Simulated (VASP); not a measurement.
A run of VASP 6.6.1 is set up as follows.

File INCAR:

```
PREC = Accurate
ENCUT = 520
EDIFF = 1E-6
ISMEAR = 0
SIGMA = 0.03
LREAL = False
LASPH = True
NELM = 80
ALGO = Normal
ISIF = 2
LWAVE = False
LCHARG = True
GGA = PS
LELF = True
LVHAR = True
NBANDS = 26
```

File KPOINTS:

```
Automatic mesh
0
Gamma
  12 12 6
```

POSCAR

```
SiGe
1.0
    3.8337179178      0.0000000000      0.0000000000
   -1.9168589589      3.3200971077      0.0000000000
    0.0000000000      0.0000000000      6.9363458286
Si Ge
2 2
Direct
    0.6666666667      0.3333333333      0.8745463082
    0.3333333333      0.6666666667      0.3745463082
    0.6666666667      0.3333333333      0.5004526918
    0.3333333333      0.6666666667      0.0004526918
```

Potentials or basis: VASP PAW PBE potentials, release 64 (Si, Ge_d).

Launch:

```console
$ cat potpaw_PBE.64/Si/POTCAR potpaw_PBE.64/Ge_d/POTCAR > POTCAR
$ mpirun -np 1 vasp_std > vasp.out
```

Problem. Predict the largest force.

Solution. 0.508 eV/Å.

Problem. Predict the pressure.

Solution. -2.0 GPa.

Problem. Estimate the band gap on the k mesh.

Solution. 0.08 eV.

Forces in eV/Å, atoms in the order of the input:
```
Si   0.000  0.000 -0.508
Si   0.000  0.000 -0.508
Ge   0.000  0.000  0.508
Ge   0.000  0.000  0.508
```

Caveat: the PAW data sets were made with another functional, which shifts forces and pressure a little. A k mesh can miss the band edges.
